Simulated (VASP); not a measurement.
Wanted: the native input for a VASP 6.6.1 run.

- Task: relaxation of cell and atoms
- Functional: PBE
- Potentials or basis: VASP PAW PBE potentials, release 64 (W_sv, C)
- Cutoff: 600 eV
- k mesh: 15 × 15 × 15
- Occupations: fermi-dirac, width 0.08 eV
- Spin: no spin polarisation
- Target pressure: -0.037 GPa
- Dipole correction: no
- Further INCAR settings: ALGO = Normal; EDIFF = 1e-07; IBRION = 2; EDIFFG = -0.005; NSW = 60; ISIF = 3

The structure of WC (rocksalt type) lies in POSCAR:

```
WC
1.0
    0.0000000000      2.1901585499      2.1901585499
    2.1901585499      0.0000000000      2.1901585499
    2.1901585499      2.1901585499      0.0000000000
W C
1 1
Direct
    0.0000000000      0.0000000000      0.0000000000
    0.5000000000      0.5000000000      0.5000000000
```

One way to write it, as run:

INCAR

```
SYSTEM = WC
ALGO = Normal ; EDIFF = 1E-7
EDIFFG = -0.005 ; ENCUT = 600
GGA = PE ; IBRION = 2
ISIF = 3 ; ISMEAR = -1
LASPH = .True. ; LCHARG = .False.
LREAL = .False. ; LWAVE = .False.
NELM = 100 ; NSW = 60
PREC = Accurate ; PSTRESS = -0.37
SIGMA = 0.08
```

KPOINTS

```
k-points
0
Gamma
  15 15 15
  0 0 0
```

Potentials or basis: VASP PAW PBE potentials, release 64 (W_sv, C).

Run with:

```console
$ cat potpaw_PBE.64/W_sv/POTCAR potpaw_PBE.64/C/POTCAR > POTCAR
$ mpirun -np 1 vasp_std > vasp.out
```

It gave:

```
Relaxed volume                                             : 10.53 Å³/atom
Relaxed cell                                               : a = 3.100 Å, b = 3.100 Å, c = 3.100 Å, α = 60.00°, β = 60.00°, γ = 60.00°
Space group after relaxing (to 0.1 Å)                      : Fm-3m (No. 225)
Energy change on relaxing (the run minimises the enthalpy) : -0.1 meV/atom
Ionic steps                                                : 3
Pressure after relaxing                                    : 0.0 GPa
```

Caveat: the cell is relaxed towards a set pressure, so the run minimises the enthalpy, not the energy; the highest band is partly filled, so the run has too few bands.

Run time: 2.4 min on 1 thread of Intel Xeon 8259CL, with other jobs on the host, peak memory 0.2 GiB.
